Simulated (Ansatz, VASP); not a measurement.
# Cd3Cl2 in VASP and in Ansatz

```
Cd Cl
1.0
     0.00000    5.42358    5.42358
     5.42358    0.00000    5.42358
     5.42358    5.42358    0.00000
Cd Cl
6 4
Direct
  0.94693 0.55307 0.55307
  0.55307 0.94693 0.94693
  0.55307 0.55307 0.94693
  0.94693 0.94693 0.55307
  0.94693 0.55307 0.94693
  0.55307 0.94693 0.55307
  0.12780 0.61661 0.12780
  0.12780 0.12780 0.12780
  0.61661 0.12780 0.12780
  0.12780 0.12780 0.61661
```

Alike in both runs: task single point; functional PBE; k mesh 2 × 2 × 2; occupations gaussian, width 0.1 eV; no spin polarisation.

```csv
,VASP,Ansatz
version,VASP 6.6.1,Ansatz 0.2.0
potentials or method,"VASP PAW PBE potentials, release 64 (Cd, Cl), cutoff 520 eV","scalar-relativistic, plane waves, PAW"
valence electrons in the cell,100,148
```

Ansatz gave:

| Property | Result |
| --- | --- |
| gap on the k mesh at the Fermi level (eV) | 1.43 |
| least direct gap on the mesh (eV) | 1.49 |
| pressure (GPa) | 0.1 |
| rms of the force components (eV/Å) | 0.027 |

Question: Estimate VASP's values.

Answer: gap on the k mesh at the Fermi level (eV): 1.42; least direct gap on the mesh (eV): 1.49; pressure (GPa): 0.3; rms of the force components (eV/Å): 0.030.

Atom by atom the forces differ by 0.003 eV/Å (rms over components). VASP's potentials hold 100 valence electrons a cell and Ansatz's 148, so a difference there can come from the potentials and not from the codes.

The k mesh is coarse, so the values compare programs but aren't converged.
